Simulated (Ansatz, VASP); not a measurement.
**Two plane-wave programs on C**

```xyz
2
Lattice="0.0000 1.7858 1.7858 1.7858 0.0000 1.7858 1.7858 1.7858 0.0000" Properties=species:S:1:pos:R:3 pbc="T T T"
C     0.0000    0.0000    0.0000
C     0.8929    0.8929    0.8929
```

Alike in both runs: functional PBE; k mesh 13 × 13 × 13; occupations fermi-dirac, width 0.05 eV; no spin polarisation.

Ansatz relaxed the structure, and its values are those at the end. VASP's run is a single point on that final structure, the one shown.

|  | VASP | Ansatz |
| --- | --- | --- |
| version | VASP 6.6.1 | Ansatz 0.2.0 |
| potentials or method | VASP PAW PBE potentials, release 64 (C) | PAW with Ansatz's earlier generated frozen-core files (soft_1), scalar-relativistic |
| plane-wave cutoff (eV) | 520 | 420 |
| valence electrons in the cell | 8 | 8 |

```tsv
	VASP	Ansatz	Ansatz less VASP
pressure (GPa)	0.7	0.0	-0.65
```
